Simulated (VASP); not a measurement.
# SnO2 (Fm-3m) in VASP: a series of runs, part 2 of 2

VASP 6.6.1. The steps go on from the part before.

## (4) Single point, HSE06

Contents of POSCAR:

```
SnO2
1.0
    0.0000000000      2.5334669701      2.5334669701
    2.5334669701      0.0000000000      2.5334669701
    2.5334669701      2.5334669701      0.0000000000
Sn O
1 2
Direct
    0.0000000000      0.0000000000      0.0000000000
    0.2500000000      0.2500000000      0.2500000000
    0.7500000000      0.7500000000      0.7500000000
```

Contents of INCAR.step1:

```
PREC = Accurate ; ENCUT = 520
EDIFF = 1E-5 ; ISMEAR = 0
SIGMA = 0.01 ; LREAL = F
LASPH = T ; NELM = 60
ALGO = Normal ; ISIF = 2
LWAVE = T ; GGA = PE
NBANDS = 20
```

Contents of INCAR.step2:

```
PREC = Accurate ; ENCUT = 520
EDIFF = 1E-7 ; ISMEAR = 0
SIGMA = 0.01 ; LREAL = F
LASPH = T ; NELM = 60
ALGO = Normal ; ISIF = 2
LWAVE = F ; LCHARG = T
GGA = PE ; LHFCALC = T
HFSCREEN = 0.2079 ; PRECFOCK = Normal
LELF = T ; LVHAR = T
ISTART = 1 ; NBANDS = 20
```

Contents of KPOINTS:

```
regular mesh
0
Gamma
  4 4 4
```

Potentials or basis: VASP PAW PBE potentials, release 64 (Sn_d, O).

Started as:

```sh
cat potpaw_PBE.64/Sn_d/POTCAR potpaw_PBE.64/O/POTCAR > POTCAR
cp INCAR.step1 INCAR
mpirun -np 1 vasp_std > vasp.out
cp INCAR.step2 INCAR
mpirun -np 1 vasp_std > vasp.out
```

OUTCAR:

```text
PREC = Accurate
   ENCUT = 520
   EDIFF = 1E-7
   ISMEAR = 0
   LREAL = F
   LASPH = T
   NELM = 60
   ISIF = 2
   GGA = PE
   LHFCALC = T
   HFSCREEN = 0.2079
   PRECFOCK = Normal
   ISTART = 1

 ion  position               nearest neighbor table
   1  0.000  0.000  0.000-   3 2.19   3 2.19   3 2.19   2 2.19   3 2.19   2 2.19   2 2.19   2 2.19

   2  0.250  0.250  0.250-   1 2.19   1 2.19   1 2.19   1 2.19
   3  0.750  0.750  0.750-   1 2.19   1 2.19   1 2.19   1 2.19

  LATTYP: Found a face centered cubic cell.
 ALAT       =     5.0669339402

  Lattice vectors:

 A1 = (   0.0000000000,   2.5334669701,   2.5334669701)
 A2 = (   2.5334669701,   0.0000000000,   2.5334669701)
 A3 = (   2.5334669701,   2.5334669701,   0.0000000000)

Analysis of symmetry for initial positions (statically):
=====================================================================
 Subroutine PRICEL returns:
 Original cell was already a primitive cell.

 Routine SETGRP: Setting up the symmetry group for a
 face centered cubic supercell.

 Subroutine GETGRP returns: Found 48 space group operations
 (whereof 48 operations were pure point group operations)
 out of a pool of 48 trial point group operations.

The static configuration has the point symmetry O_h .

Analysis of symmetry for dynamics (positions and initial velocities):
=====================================================================
 Subroutine PRICEL returns:
 Original cell was already a primitive cell.

 Routine SETGRP: Setting up the symmetry group for a
 face centered cubic supercell.

 Subroutine GETGRP returns: Found 48 space group operations
 (whereof 48 operations were pure point group operations)
 out of a pool of 48 trial point group operations.

The dynamic configuration has the point symmetry O_h .

 Subroutine INISYM returns: Found 48 space group operations
 (whereof 48 operations are pure point group operations),
 and found     1 'primitive' translations

----------------------------------------------------------------------------------------

                                     Primitive cell

  volume of cell :      32.5219

  direct lattice vectors                    reciprocal lattice vectors
     0.000000000  2.533466970  2.533466970    -0.197358010  0.197358010  0.197358010
     2.533466970  0.000000000  2.533466970     0.197358010 -0.197358010  0.197358010
     2.533466970  2.533466970  0.000000000     0.197358010  0.197358010 -0.197358010

  length of vectors
     3.582863349  3.582863349  3.582863349     0.341834101  0.341834101  0.341834101

  position of ions in fractional coordinates (direct lattice)
     0.000000000  0.000000000  0.000000000
     0.250000000  0.250000000  0.250000000
     0.750000000  0.750000000  0.750000000

  ion indices of the primitive-cell ions
   primitive index   ion index
                 1           1
                 2           2
                 3           3

[... 25 lines left out ...]

 Following reciprocal coordinates:
            Coordinates               Weight
  0.000000  0.000000  0.000000      1.000000
  0.250000  0.000000  0.000000      8.000000
  0.500000  0.000000  0.000000      4.000000
  0.250000  0.250000  0.000000      6.000000
  0.500000  0.250000  0.000000     24.000000
 -0.250000  0.250000  0.000000     12.000000
  0.500000  0.500000  0.000000      3.000000
 -0.250000  0.500000  0.250000      6.000000
   k-points           NKPTS =      8   k-points in BZ     NKDIM =     64   number of bands    NBANDS=     20
   number of dos      NEDOS =    301   number of ions     NIONS =      3
   total plane-waves  NPLWV =  21952
   dimension x,y,z NGX =    28 NGY =   28 NGZ =   28
   dimension x,y,z NGXF=    56 NGYF=   56 NGZF=   56
   ions per type =               1   2
   NGX,Y,Z   is equivalent  to a cutoff of  12.99, 12.99, 12.99 a.u.
   NGXF,Y,Z  is equivalent  to a cutoff of  25.98, 25.98, 25.98 a.u.
 SYSTEM =  unknown system
   PREC   = accura    normal or accurate (medium, high low for compatibility)
   ISTART =      1    job   : 0-new  1-cont  2-samecut
   ICHARG =      0    charge: 1-file 2-atom 10-const
   ISPIN  =      1    spin polarized calculation?
   LNONCOLLINEAR =      F non collinear calculations
   LSORBIT =      F    spin-orbit coupling
   LASPH  =      T    aspherical Exc in radial PAW
   ENCUT  =  520.0 eV  38.22 Ry    6.18 a.u.   6.66  6.66  6.66*2*pi/ulx,y,z
   NELM   =     60;   NELMIN=  2; NELMDL=  0     # of ELM steps
   EDIFF  = 0.1E-06   stopping-criterion for ELM
   LREAL  =      F    real-space projection
   EDIFFG = 0.1E-05   stopping-criterion for IOM
   NSW    =      0    number of steps for IOM
   IBRION =     -1    ionic relax: 0-MD 1-quasi-New 2-CG
   NFREE  =      0    steps in history (QN), initial steepest desc. (CG)
   ISIF   =      2    stress and relaxation
   ISYM   =      3    0-nonsym 1-usesym 2-fastsym
   POTIM  = 0.5000    time-step for ionic-motion
   TEBEG  =    0.0;   TEEND  =   0.0 temperature during run
   PSTRESS=    0.0 pullay stress
   NELECT =      26.0000    total number of electrons
   NUPDOWN=      -1.0000    fix difference up-down
   EMIN   =  10.00;   EMAX   =-10.00  energy-range for DOS
   EFERMI =   0.00;   METHOD = LEGACY
   ISMEAR =     0;   SIGMA  =   0.01  broadening in eV -4-tet -1-fermi 0-gaus
   EFERMI_NEDOS =   21; number of points for ismear=-14 and -15
   IALGO  =     38    algorithm
   IMIX   =      1    mixing-type and parameters
     AMIX     =   0.40;   BMIX     =  1.00
     AMIX_MAG =   1.60;   BMIX_MAG =  1.00
  volume/ion in A,a.u.               =      10.84        73.16
  Fermi-wavevector in a.u.,A,eV,Ry     =   1.519407  2.871262 31.410365  2.308597
  Thomas-Fermi vector in A             =   2.628397
   LORBIT       =      0    0 simple, 1 ext, 2 COOP (PROOUT), +10 PAW based schemes
   GGA     = PE    functional components
   LHFCALC =     T    Hartree Fock is set to
   PRECFOCK=normal    Normal, Fast or Accurate (Low or Medium for compatibility)
   ENCUT4O =  -1.0   cutoff for four orbital integrals eV
   NKREDX  =     1    reduce k-point grid by
   NKREDY  =     1    reduce k-point grid by
   NKREDZ  =     1    reduce k-point grid by
   AEXX    =    0.2500 exact exchange contribution
   HFSCREEN=    0.2079 screening length (either q_TF or 0.3 A-1)
   HFSCREENC=   0.2079 screening length for correlation (either q_TF or 0.3 A-1)
   ENCUTFOCK=  -1.0 apply spherical cutoff to Coloumb kernel
   IVDW    =     0    specifies the selected vdW correction
   LEPSILON=     F    determine dielectric tensor
   LRPA    =     F    only Hartree local field effects (RPA)
 non-spin polarized calculation
 Gauss-broadening in eV      SIGMA  =   0.01
  energy-cutoff  :      520.00
  volume of cell :       32.52
 maximum number of plane-waves:       893
 NGX is ok and might be reduce to    28
  NGX = 20; NGY = 20; NGZ = 20

 number of electron      25.9999988 magnetization

 Free energy of the ion-electron system (eV)
  ---------------------------------------------------
  ext. energy  EPLUGINS =         0.00000000
  ---------------------------------------------------
  free energy    TOTEN  =       -22.77187360 eV

  energy without entropy =      -22.77187360  energy(sigma->0) =      -22.77187360

 E-fermi :   7.0250     XC(G=0):  -9.7502

 val. band max:        6.9703163806   @ k =  -0.2500   0.5000   0.2500
 cond. band min:       8.6534578458   @ k =   0.0000   0.0000   0.0000
 fundamental gap:      1.6831414652
 Fermi energy:         7.0250187597

 k-point     1 :       0.0000    0.0000    0.0000
  band No.  band energies     occupation
      1     -15.1808      2.00000
      2     -15.1808      2.00000
      3     -15.1808      2.00000
      4     -14.9785      2.00000
      5     -14.9785      2.00000
      6     -14.4932      2.00000
[... 173 lines left out ...]
     19      25.8672      0.00000
     20      27.7368      0.00000

------------------------ aborting loop because EDIFF is reached ----------------------------------------

  FORCE on cell =-STRESS in cart. coord.  units (eV):
  Direction    XX          YY          ZZ          XY          YZ          ZX
  --------------------------------------------------------------------------------------
  -------------------------------------------------------------------------------------
  Total       -0.4022258     -0.4022258     -0.4022258      0.0000000     -0.0000000      0.0000000
  in kB      -19.8154888    -19.8154888    -19.8154888      0.0000000     -0.0000000      0.0000000
  external PRESSURE =     -19.8154888 kB  Pullay stress =       0.0000000 kB

 VOLUME and BASIS-vectors are now :
 -----------------------------------------------------------------------------
  energy-cutoff  :      520.00
  volume of cell :       32.52
      direct lattice vectors                 reciprocal lattice vectors
     0.000000000  2.533466970  2.533466970    -0.197358010  0.197358010  0.197358010
     2.533466970  0.000000000  2.533466970     0.197358010 -0.197358010  0.197358010
     2.533466970  2.533466970  0.000000000     0.197358010  0.197358010 -0.197358010

 POSITION                                       TOTAL-FORCE (eV/Angst)
 -----------------------------------------------------------------------------------
      0.00000      0.00000      0.00000         0.000000      0.000000      0.000000
      1.26673      1.26673      1.26673         0.000000      0.000000      0.000000
      3.80020      3.80020      3.80020        -0.000000     -0.000000     -0.000000
 -----------------------------------------------------------------------------------
    total drift:                               -0.000003     -0.000002     -0.000003

  FREE ENERGIE OF THE ION-ELECTRON SYSTEM (eV)
  ---------------------------------------------------
  free  energy   TOTEN  =       -22.7718735994 eV

  energy  without entropy=      -22.7718735994  energy(sigma->0) =      -22.77187360
```

Wall time 21 min (1 thread of AMD EPYC 7R13, shared host); peak memory 0.23 GiB.

What came out:

* Free energy: -22.7719 eV
* Pressure: -2.0 GPa
* Band gap on the k mesh: 1.68 eV, indirect (least direct gap 3.17 eV)

Caveat: the k points lie up to 0.54 Å⁻¹ apart; the PAW data sets were made with another functional, which shifts forces and pressure a little; spin-orbit coupling is left out, which moves the levels of the heavy elements. A k mesh can miss the band edges.

## (5) Summary

| level | k mesh | grid for exact exchange (PRECFOCK) | screening parameter | gap on the mesh (eV) | pressure (GPa) |
| --- | --- | --- | --- | --- | --- |
| r2SCAN | 4 × 4 × 4 | - | - | 0.85 | 1.1 |
| PBE | 6 × 6 × 6 | - | - | 0.30 | 10.0 |
| HSE06 | 4 × 4 × 4 | Normal | 0.2079 1/Å | 1.68 | -2.0 |

Alike in all rows: task single point; potentials or basis VASP PAW PBE potentials, release 64 (Sn_d, O); no spin polarisation; cell as given; cutoff (eV) 520; smearing gaussian 0.01 eV.

Caveats: some runs use coarse meshes; spin-orbit coupling is left out, which moves the levels of the heavy elements; the PAW data sets were made with another functional, which shifts forces and pressure a little (some runs).

Absolute energies hang on the potentials; compare differences alone.
